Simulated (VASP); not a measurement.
The system is AlAs.

```xyz
2
Lattice="0.0000 2.8389 2.8389 2.8389 0.0000 2.8389 2.8389 2.8389 0.0000" Properties=species:S:1:pos:R:3 pbc="T T T"
Al    0.0000    0.0000    0.0000
As    1.4195    1.4195    1.4195
```

Base run:

```yaml
Program: VASP 6.6.1
Functional: r2SCAN
Potentials_or_basis: VASP PAW PBE potentials, release 64 (Al, As)
Cutoff: 550 eV
k_mesh: 8 × 8 × 8
Occupations: gaussian, width 0.01 eV
Spin: no spin polarisation
```

Its results: band gap on the k mesh 1.81 eV (least direct gap 2.63 eV); pressure 0.0 GPa.

Question: The run is repeated on the same cell with these changes: functional from r2SCAN to PBE; cutoff from 550 eV to 500 eV. What comes out?

Answer: Band gap on the k mesh 1.45 eV (least direct gap 1.99 eV); pressure 2.1 GPa.

Caveats: the PAW data sets were made with another functional, which shifts forces and pressure a little (at least some runs).

A k mesh can miss the band edges.
